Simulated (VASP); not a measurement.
Here is a VASP 6.6.1 calculation.

File INCAR:

```
PREC = Accurate ; ENCUT = 600
EDIFF = 1E-6 ; ISMEAR = 0
SIGMA = 0.1 ; LREAL = F
LASPH = T ; NELM = 100
ALGO = Normal ; ISIF = 4
LWAVE = F ; LCHARG = F
GGA = PE ; IBRION = 2
NSW = 50 ; EDIFFG = -0.01
```

File KPOINTS:

```
regular mesh
0
Gamma
  18 18 10
```

The input POSCAR:

```
Re
1.0
    2.7468559934      0.0000000000      0.0000000000
   -1.3734279967      2.3788470708      0.0000000000
    0.0000000000      0.0000000000      4.4388306453
Re
2
Direct
    0.3333333333      0.6666666667      0.2500000000
    0.6666666667      0.3333333333      0.7500000000
```

Potentials or basis: VASP PAW PBE potentials, release 64 (Re).

Command:

```console
$ cat potpaw_PBE.64/Re/POTCAR > POTCAR
$ mpirun -np 1 vasp_std > vasp.out
```

Question: Estimate the band gap on the k mesh.

Answer: Zero (bands 7 and 8 overlap by 3.25 eV).

Stress tensor (GPa, compression positive):
```
11.70  0.00  0.00
 0.00 11.70  0.00
 0.00  0.00 11.62
```

Caveat: the relaxation stopped at its first step, so nothing moved; spin-orbit coupling is left out, which moves the levels of the heavy elements.
